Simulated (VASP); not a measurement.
The system is TaN.

```
Ta N
1.0
     5.19100    0.00000    0.00000
    -2.59550    4.49554    0.00000
     0.00000    0.00000    2.90800
Ta N
3 3
Direct
  0.00000 0.00000 0.00000
  0.33333 0.66667 0.50000
  0.66667 0.33333 0.50000
  0.50000 0.00000 0.00000
  0.50000 0.50000 0.00000
  0.00000 0.50000 0.00000
```

```yaml
Program: VASP 6.6.1
Task: relaxation of cell and atoms
Functional: r2SCAN
Dispersion: D4
Potentials_or_basis: VASP PAW PBE potentials, release 64 (Ta_pv, N)
Cutoff: 600 eV
k_mesh: 5 × 5 × 8
Occupations: methfessel-paxton, width 0.15 eV
Spin: no spin polarisation
```

At the start: pressure 5.2 GPa; volume 11.31 Å³/atom.

Q: How do energy, volume and symmetry change on relaxing?

A: Over 5 steps the energy falls by 3.3 meV/atom and the volume is 11.51 Å³/atom (+1.7 %); space group P6/mmm (No. 191, to 0.1 Å) before and after.

The path:
| step | energy change (eV) | largest force (eV/Å) | pressure (GPa) | volume (Å³) |
| --- | --- | --- | --- | --- |
| 1 | 0.0000 | 0.0000 | 5.16 | 67.86 |
| 2 | 0.0681 | 0.0000 | -10.76 | 71.51 |
| 3 | -0.0178 | 0.0000 | -0.19 | 68.98 |
| 4 | -0.0196 | 0.0000 | 0.03 | 69.07 |
| 5 | -0.0199 | 0.0000 | -0.04 | 69.05 |

Final structure:
```
CELL_PARAMETERS angstrom
5.23381 0.00000 0.00000
-2.61691 4.53262 0.00000
0.00000 0.00000 2.91057
ATOMIC_POSITIONS crystal
Ta 0.00000 0.00000 0.00000
Ta 0.33333 0.66667 0.50000
Ta 0.66667 0.33333 0.50000
N 0.50000 0.00000 0.00000
N 0.50000 0.50000 0.00000
N 0.00000 0.50000 0.00000
```

Caveat: the PAW data sets were made with another functional, which shifts forces and pressure a little.
